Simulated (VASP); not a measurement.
# BN (P6_3/mmc) in VASP: further runs

The runs below take BN through single point, with LDA.

Program: VASP 6.6.1. These are calculated values, not measurements. Logs are shortened: lines on timing, memory, paths and dates and some standing lists are left out, and cuts for length are marked.

**1. The cell of the first run**

It takes space group P6_3/mmc (No. 194, hexagonal). Conventional cell: a = 2.526 Å, b = 2.526 Å, c = 6.755 Å, α = 90.00°, β = 90.00°, γ = 120.00°. Within 1.9 Å of B (site symmetry -6m2) lie 3 N at 1.46 Å. Within 1.9 Å of N (site symmetry -6m2) lie 3 B at 1.46 Å.

**2. Single point, LDA (volume 9.334 Å^3 an atom, c/a of the conventional cell 2.6740)**

INCAR reads:

```
ALGO     = Normal         # electronic algorithm
EDIFF    = 1E-6           # SCF threshold, eV
ENCUT    = 520            # plane-wave cutoff, eV
ISIF     = 2              # what is computed and relaxed
ISMEAR   = 0              # smearing method
LASPH    = True           # aspherical terms in the spheres
LCHARG   = True           # write CHGCAR
LELF     = True           # ELF
LREAL    = False          # projectors in reciprocal space
LVHAR    = True         
LWAVE    = False          # write WAVECAR
NBANDS   = 16             # bands
NELM     = 60             # most SCF steps
PREC     = Accurate       # precision mode
SIGMA    = 0.05           # smearing width, eV
```

KPOINTS reads:

```
k-points
0
Gamma
  12 12 4
```

POSCAR reads:

```
BN
1.0
    2.5262631340      0.0000000000      0.0000000000
   -1.2631315670      2.1878080507      0.0000000000
    0.0000000000      0.0000000000      6.7552276203
B N
2 2
Direct
    0.3333333333      0.6666666667      0.2500000000
    0.6666666667      0.3333333333      0.7500000000
    0.3333333333      0.6666666667      0.7500000000
    0.6666666667      0.3333333333      0.2500000000
```

Potentials or basis: VASP PAW LDA potentials, release 64 (B, N).

On the command line:

```sh
> cat potpaw_LDA.64/B/POTCAR potpaw_LDA.64/N/POTCAR > POTCAR
> mpirun -np 1 vasp_std > vasp.out
```

OUTCAR:

```text
EDIFF = 1E-6
   ENCUT = 520
   ISIF = 2
   ISMEAR = 0
   LASPH = True
   LREAL = False
   NELM = 60
   PREC = Accurate

 ion  position               nearest neighbor table
   1  0.333  0.667  0.250-   4 1.46   4 1.46   4 1.46
   2  0.667  0.333  0.750-   3 1.46   3 1.46   3 1.46
   3  0.333  0.667  0.750-   2 1.46   2 1.46   2 1.46
   4  0.667  0.333  0.250-   1 1.46   1 1.46   1 1.46

  LATTYP: Found a hexagonal cell.
 ALAT       =     2.5262631340
 C/A-ratio  =     2.6740000000

  Lattice vectors:

 A1 = (   2.5262631340,   0.0000000000,   0.0000000000)
 A2 = (  -1.2631315670,   2.1878080507,   0.0000000000)
 A3 = (   0.0000000000,   0.0000000000,   6.7552276203)

Analysis of symmetry for initial positions (statically):
=====================================================================
 Subroutine PRICEL returns:
 Original cell was already a primitive cell.

 Routine SETGRP: Setting up the symmetry group for a
 hexagonal supercell.

 Subroutine GETGRP returns: Found 24 space group operations
 (whereof 12 operations were pure point group operations)
 out of a pool of 24 trial point group operations.

The static configuration has the point symmetry D_3d.
 The point group associated with its full space group is D_6h.

Analysis of symmetry for dynamics (positions and initial velocities):
=====================================================================
 Subroutine PRICEL returns:
 Original cell was already a primitive cell.

 Routine SETGRP: Setting up the symmetry group for a
 hexagonal supercell.

 Subroutine GETGRP returns: Found 24 space group operations
 (whereof 12 operations were pure point group operations)
 out of a pool of 24 trial point group operations.

The dynamic configuration has the point symmetry D_3d.
 The point group associated with its full space group is D_6h.

 Subroutine INISYM returns: Found 24 space group operations
 (whereof 12 operations are pure point group operations),
 and found     1 'primitive' translations

----------------------------------------------------------------------------------------

                                     Primitive cell

  volume of cell :      37.3360

  direct lattice vectors                    reciprocal lattice vectors
     2.526263134  0.000000000  0.000000000     0.395841584  0.228539245  0.000000000
    -1.263131567  2.187808051  0.000000000     0.000000000  0.457078490  0.000000000
     0.000000000  0.000000000  6.755227620     0.000000000  0.000000000  0.148033502

  length of vectors
     2.526263134  2.526263134  6.755227620     0.457078490  0.457078490  0.148033502

  position of ions in fractional coordinates (direct lattice)
     0.333333333  0.666666667  0.250000000
     0.666666667  0.333333333  0.750000000
     0.333333333  0.666666667  0.750000000
     0.666666667  0.333333333  0.250000000

  ion indices of the primitive-cell ions
   primitive index   ion index
                 1           1
                 2           2
                 3           3
                 4           4

----------------------------------------------------------------------------------------

 KPOINTS: k-points

Automatic generation of k-mesh.
 Grid dimensions read from file:
 generate k-points for:   12   12    4

 Generating k-lattice:

  Cartesian coordinates                     Fractional coordinates (reciprocal lattice)
     0.032986799  0.019044937  0.000000000     0.083333333 -0.000000000  0.000000000
     0.000000000  0.038089874  0.000000000     0.000000000  0.083333333  0.000000000
     0.000000000  0.000000000  0.037008375     0.000000000  0.000000000  0.250000000

  Length of vectors
     0.038089874  0.038089874  0.037008375

  Shift w.r.t. Gamma in fractional coordinates (k-lattice)
     0.000000000  0.000000000  0.000000000

 Subroutine IBZKPT returns following result:
 ===========================================

 Found     57 irreducible k-points:

 Following reciprocal coordinates:
            Coordinates               Weight
  0.000000  0.000000  0.000000      1.000000
  0.083333  0.000000  0.000000      6.000000
  0.166667  0.000000  0.000000      6.000000
  0.250000  0.000000  0.000000      6.000000
  0.333333  0.000000  0.000000      6.000000
  0.416667 -0.000000  0.000000      6.000000
[... 16 lines left out ...]
  0.250000  0.000000  0.250000     12.000000
  0.333333  0.000000  0.250000     12.000000
 [... further k-points ...]
   k-points           NKPTS =     57   k-points in BZ     NKDIM =     57   number of bands    NBANDS=     16
   number of dos      NEDOS =    301   number of ions     NIONS =      4
   total plane-waves  NPLWV =  20000
   dimension x,y,z NGX =    20 NGY =   20 NGZ =   50
   dimension x,y,z NGXF=    40 NGYF=   40 NGZF=  100
   ions per type =               2   2
   NGX,Y,Z   is equivalent  to a cutoff of  13.16, 13.16, 12.30 a.u.
   NGXF,Y,Z  is equivalent  to a cutoff of  26.32, 26.32, 24.61 a.u.
 SYSTEM =  unknown system
   PREC   = accura    normal or accurate (medium, high low for compatibility)
   ISTART =      0    job   : 0-new  1-cont  2-samecut
   ICHARG =      2    charge: 1-file 2-atom 10-const
   ISPIN  =      1    spin polarized calculation?
   LNONCOLLINEAR =      F non collinear calculations
   LSORBIT =      F    spin-orbit coupling
   LASPH  =      T    aspherical Exc in radial PAW
   ENCUT  =  520.0 eV  38.22 Ry    6.18 a.u.   4.70  4.70 12.56*2*pi/ulx,y,z
   NELM   =     60;   NELMIN=  2; NELMDL= -5     # of ELM steps
   EDIFF  = 0.1E-05   stopping-criterion for ELM
   LREAL  =      F    real-space projection
   EDIFFG = 0.1E-04   stopping-criterion for IOM
   NSW    =      0    number of steps for IOM
   IBRION =     -1    ionic relax: 0-MD 1-quasi-New 2-CG
   NFREE  =      0    steps in history (QN), initial steepest desc. (CG)
   ISIF   =      2    stress and relaxation
   ISYM   =      2    0-nonsym 1-usesym 2-fastsym
   POTIM  = 0.5000    time-step for ionic-motion
   TEBEG  =    0.0;   TEEND  =   0.0 temperature during run
   PSTRESS=    0.0 pullay stress
   NELECT =      16.0000    total number of electrons
   NUPDOWN=      -1.0000    fix difference up-down
   EMIN   =  10.00;   EMAX   =-10.00  energy-range for DOS
   EFERMI =   0.00;   METHOD = LEGACY
   ISMEAR =     0;   SIGMA  =   0.05  broadening in eV -4-tet -1-fermi 0-gaus
   EFERMI_NEDOS =   21; number of points for ismear=-14 and -15
   IALGO  =     38    algorithm
   IMIX   =      4    mixing-type and parameters
     AMIX     =   0.40;   BMIX     =  1.00
     AMIX_MAG =   1.60;   BMIX_MAG =  1.00
  volume/ion in A,a.u.               =       9.33        62.99
  Fermi-wavevector in a.u.,A,eV,Ry     =   1.234257  2.332407 20.726980  1.523390
  Thomas-Fermi vector in A             =   2.368954
   LORBIT       =      0    0 simple, 1 ext, 2 COOP (PROOUT), +10 PAW based schemes
   GGA     = CA    functional components
   LHFCALC =     F    Hartree Fock is set to
   AEXX    =    0.0000 exact exchange contribution
   IVDW    =     0    specifies the selected vdW correction
   LEPSILON=     F    determine dielectric tensor
   LRPA    =     F    only Hartree local field effects (RPA)
 non-spin polarized calculation
 Gauss-broadening in eV      SIGMA  =   0.05
  energy-cutoff  :      520.00
  volume of cell :       37.34
 maximum number of plane-waves:      1022
 NGX is ok and might be reduce to    20
   NGX =  9   NGY =  9   NGZ = 25

 number of electron      16.0000004 magnetization

 Free energy of the ion-electron system (eV)
  ---------------------------------------------------
  ext. energy  EPLUGINS =         0.00000000
  ---------------------------------------------------
  free energy    TOTEN  =       -38.52810769 eV

  energy without entropy =      -38.52810769  energy(sigma->0) =      -38.52810769

 E-fermi :   2.1792     XC(G=0): -10.3588

 val. band max:        1.8933007425   @ k =   0.3333   0.3333   0.5000
 cond. band min:       5.9529327870   @ k =   0.5000   0.0000   0.0000
 fundamental gap:      4.0596320445
 Fermi energy:         2.1792008773

 k-point     1 :       0.0000    0.0000    0.0000
  band No.  band energies     occupation
      1     -15.5234      2.00000
      2     -15.2442      2.00000
      3      -4.2339      2.00000
      4      -2.1731      2.00000
      5       0.5217      2.00000
      6       0.5217      2.00000
[... 8 lines left out ...]
     15      13.6948      0.00000
     16      14.4243      0.00000

 k-point     2 :       0.0833    0.0000    0.0000
  band No.  band energies     occupation
      1     -15.3901      2.00000
      2     -15.1153      2.00000
      3      -4.0501      2.00000
      4      -2.0082      2.00000
      5      -0.0196      2.00000
      6       0.0084      2.00000
[... 8 lines left out ...]
     15      13.9484      0.00000
     16      14.1805      0.00000

 k-point     3 :       0.1667    0.0000    0.0000
  band No.  band energies     occupation
      1     -14.9972      2.00000
      2     -14.7359      2.00000
      3      -3.5052      2.00000
      4      -1.5233      2.00000
      5      -1.3958      2.00000
      6      -1.3617      2.00000
[... 8 lines left out ...]
     15      15.2649      0.00000
     16      15.3522      0.00000

 k-point     4 :       0.2500    0.0000    0.0000
  band No.  band energies     occupation
      1     -14.3703      2.00000
      2     -14.1329      2.00000
      3      -3.1485      2.00000
      4      -3.0941      2.00000
      5      -2.6235      2.00000
      6      -1.0670      2.00000
[... 8 lines left out ...]
     15      16.4692      0.00000
     16      17.4430      0.00000
[... 324 lines left out ...]
 k-point    22 :       0.1667    0.0000    0.2500
  band No.  band energies     occupation
      1     -14.9607      2.00000
      2     -14.7761      2.00000
      3      -3.2663      2.00000
      4      -1.9005      2.00000
      5      -1.3844      2.00000
      6      -1.3436      2.00000
[... 8 lines left out ...]
     15      15.2609      0.00000
     16      15.3361      0.00000

 k-point    23 :       0.2500    0.0000    0.2500
  band No.  band energies     occupation
      1     -14.3370      2.00000
      2     -14.1693      2.00000
      3      -3.1541      2.00000
      4      -3.1086      2.00000
      5      -2.3760      2.00000
      6      -1.0763      2.00000
[... 8 lines left out ...]
     15      17.4572      0.00000
     16      17.5320      0.00000

 k-point    24 :       0.3333    0.0000    0.2500
  band No.  band energies     occupation
      1     -13.5464      2.00000
      2     -13.4056      2.00000
      3      -4.8904      2.00000
      4      -4.8374      2.00000
      5      -1.6734      2.00000
      6      -1.6340      2.00000
[... 8 lines left out ...]
     15      18.0469      0.00000
     16      19.9040      0.00000

 [... further k-points ...]

------------------------ aborting loop because EDIFF is reached ----------------------------------------

  FORCE on cell =-STRESS in cart. coord.  units (eV):
  Direction    XX          YY          ZZ          XY          YZ          ZX
  --------------------------------------------------------------------------------------
  -------------------------------------------------------------------------------------
  Total       -3.4154626     -3.4154626     -0.2492813     -0.0000000     -0.0000000      0.0000000
  in kB     -146.5656943   -146.5656943    -10.6972583     -0.0000000     -0.0000000      0.0000000
  external PRESSURE =    -101.2762156 kB  Pullay stress =       0.0000000 kB

 VOLUME and BASIS-vectors are now :
 -----------------------------------------------------------------------------
  energy-cutoff  :      520.00
  volume of cell :       37.34
      direct lattice vectors                 reciprocal lattice vectors
     2.526263134  0.000000000  0.000000000     0.395841584  0.228539245  0.000000000
    -1.263131567  2.187808051  0.000000000     0.000000000  0.457078490  0.000000000
     0.000000000  0.000000000  6.755227620     0.000000000  0.000000000  0.148033502

 POSITION                                       TOTAL-FORCE (eV/Angst)
 -----------------------------------------------------------------------------------
     -0.00000      1.45854      1.68881        -0.000000      0.000000      0.000000
      1.26313      0.72927      5.06642         0.000000     -0.000000      0.000000
     -0.00000      1.45854      5.06642         0.000000     -0.000000      0.000000
      1.26313      0.72927      1.68881        -0.000000      0.000000      0.000000
 -----------------------------------------------------------------------------------
    total drift:                               -0.000000      0.000000      0.000000

  FREE ENERGIE OF THE ION-ELECTRON SYSTEM (eV)
  ---------------------------------------------------
  free  energy   TOTEN  =       -38.5281076880 eV

  energy  without entropy=      -38.5281076880  energy(sigma->0) =      -38.52810769
```

It took 40 s on 1 thread of Intel Xeon 8259CL, shared host; peak memory 0.15 GiB.

Results:

| Property | Result |
| --- | --- |
| Free energy | -38.5281 eV |
| Pressure | -10.1 GPa |
| Band gap on the k mesh | 4.06 eV, indirect (least direct gap 4.44 eV) |

Levels at points of the mesh, in eV from the valence-band top:
```
           k point  band 4  band 5  band 6  band 7  band 8  band 9  band 10  band 11  band 12  band 13
(0.00, 0.00, 0.00)   -4.07   -1.37   -1.37   -1.34   -1.34    4.83     9.74    11.21    11.21    11.33
(0.50, 0.00, 0.00)   -8.70   -4.12   -4.06   -1.41   -0.44    4.06     5.39     9.22     9.67    12.11
(0.00, 0.00, 0.50)   -5.22   -1.35   -1.35   -1.35   -1.35    7.13     7.13    11.27    11.27    11.27
(0.50, 0.00, 0.50)   -8.74   -4.09   -4.09   -0.91   -0.91    4.52     4.52     9.62     9.62    12.96
```

**3. Single point, LDA (volume 9.334 Å^3 an atom, c/a of the conventional cell 2.3702)**

INCAR reads:

```
ALGO     = Normal         # electronic algorithm
EDIFF    = 1E-7           # SCF threshold, eV
ENCUT    = 520            # plane-wave cutoff, eV
GGA      = CA             # functional
ISIF     = 2              # what is computed and relaxed
ISMEAR   = 0              # smearing method
LASPH    = T              # aspherical terms in the spheres
LCHARG   = T              # write CHGCAR
LELF     = T              # ELF
LREAL    = F              # projectors in reciprocal space
LVHAR    = T            
LWAVE    = F              # write WAVECAR
NBANDS   = 16             # bands
NELM     = 80             # most SCF steps
PREC     = Accurate       # precision mode
SIGMA    = 0.05           # smearing width, eV
```

KPOINTS is that of step 2.

POSCAR reads:

```
BN
1.0
    2.6298888117      0.0000000000      0.0000000000
   -1.3149444058      2.2775505200      0.0000000000
    0.0000000000      0.0000000000      6.2333624614
B N
2 2
Direct
    0.3333333333      0.6666666667      0.2500000000
    0.6666666667      0.3333333333      0.7500000000
    0.3333333333      0.6666666667      0.7500000000
    0.6666666667      0.3333333333      0.2500000000
```

Potentials or basis: VASP PAW LDA potentials, release 64 (B, N).

On the command line:

```sh
> cat potpaw_LDA.64/B/POTCAR potpaw_LDA.64/N/POTCAR > POTCAR
> mpirun -np 1 vasp_std > vasp.out
```

It took 43 s on 1 thread of Intel Xeon 8259CL, shared host; peak memory 0.15 GiB.

It converged, with:

```yaml
Free_energy: -37.9121 eV
Pressure: -33.4 GPa
Band_gap_on_the_k_mesh: 3.72 eV, indirect (least direct gap 3.95 eV)
```

Stress tensor (GPa, compression positive):
```
-50.37   0.00   0.00
  0.00 -50.37   0.00
  0.00   0.00   0.59
```

Levels at points of the mesh, in eV from the valence-band top:
| k point | band 5 | band 6 | band 7 | band 8 | band 9 | band 10 | band 11 | band 12 |
| --- | --- | --- | --- | --- | --- | --- | --- | --- |
| (0.00, 0.00, 0.00) | -1.58 | -1.58 | -1.49 | -1.49 | 5.20 | 9.91 | 9.98 | 10.11 |
| (0.50, 0.00, 0.00) | -4.05 | -3.90 | -1.71 | -0.23 | 3.72 | 5.45 | 8.16 | 8.24 |
| (0.00, 0.00, 0.50) | -1.53 | -1.53 | -1.53 | -1.53 | 7.62 | 7.62 | 10.23 | 10.23 |
| (0.50, 0.00, 0.50) | -3.97 | -3.97 | -0.89 | -0.89 | 4.18 | 4.18 | 8.38 | 8.38 |

 A k mesh can miss the band edges.

**4. Single point, LDA (volume 9.334 Å^3 an atom, c/a of the conventional cell 2.6103)**

INCAR reads:

```
SYSTEM = BN
ALGO = Normal
EDIFF = 1E-6
ENCUT = 520
GGA = CA
ISIF = 2
ISMEAR = 0
LASPH = .TRUE.
LCHARG = .FALSE.
LREAL = .FALSE.
LWAVE = .FALSE.
NBANDS = 16
NELM = 80
PREC = Accurate
SIGMA = 0.05
```

KPOINTS reads:

```
k-points
0
G
  12 12 4
  0 0 0
```

POSCAR reads:

```
BN
1.0
    2.5466574828      0.0000000000      0.0000000000
   -1.2733287414      2.2054700748      0.0000000000
    0.0000000000      0.0000000000      6.6474653281
B N
2 2
Direct
    0.3333333333      0.6666666667      0.2500000000
    0.6666666667      0.3333333333      0.7500000000
    0.3333333333      0.6666666667      0.7500000000
    0.6666666667      0.3333333333      0.2500000000
```

On the command line:

```sh
> cat potpaw_LDA.64/B/POTCAR potpaw_LDA.64/N/POTCAR > POTCAR
> mpirun -np 1 vasp_std > vasp.out
```

It took 48 s on 1 thread of Intel Xeon 8259CL, shared host; peak memory 0.15 GiB.

The run converged. Its results:

| Property | Result |
| --- | --- |
| Free energy | -38.4619 eV |
| Pressure | -15.2 GPa |
| Band gap on the k mesh | 3.99 eV, indirect (least direct gap 4.37 eV) |

Stress tensor (GPa, compression positive):
```
-22.44   0.00   0.00
  0.00 -22.44   0.00
  0.00   0.00  -0.82
```

Levels at points of the mesh, in eV from the valence-band top:
| k point | band 4 | band 5 | band 6 | band 7 | band 8 | band 9 | band 10 | band 11 | band 12 | band 13 |
| --- | --- | --- | --- | --- | --- | --- | --- | --- | --- | --- |
| (0.00, 0.00, 0.00) | -3.85 | -1.41 | -1.41 | -1.37 | -1.37 | 4.92 | 9.83 | 11.00 | 11.00 | 11.13 |
| (0.50, 0.00, 0.00) | -8.61 | -4.10 | -4.02 | -1.46 | -0.39 | 3.99 | 5.40 | 9.01 | 9.39 | 12.08 |
| (0.00, 0.00, 0.50) | -5.11 | -1.39 | -1.39 | -1.39 | -1.39 | 7.27 | 7.27 | 11.06 | 11.06 | 11.06 |
| (0.50, 0.00, 0.50) | -8.65 | -4.06 | -4.06 | -0.90 | -0.90 | 4.45 | 4.45 | 9.37 | 9.37 | 12.92 |

 A k mesh can miss the band edges.

(Continued in part 2 of 2.)
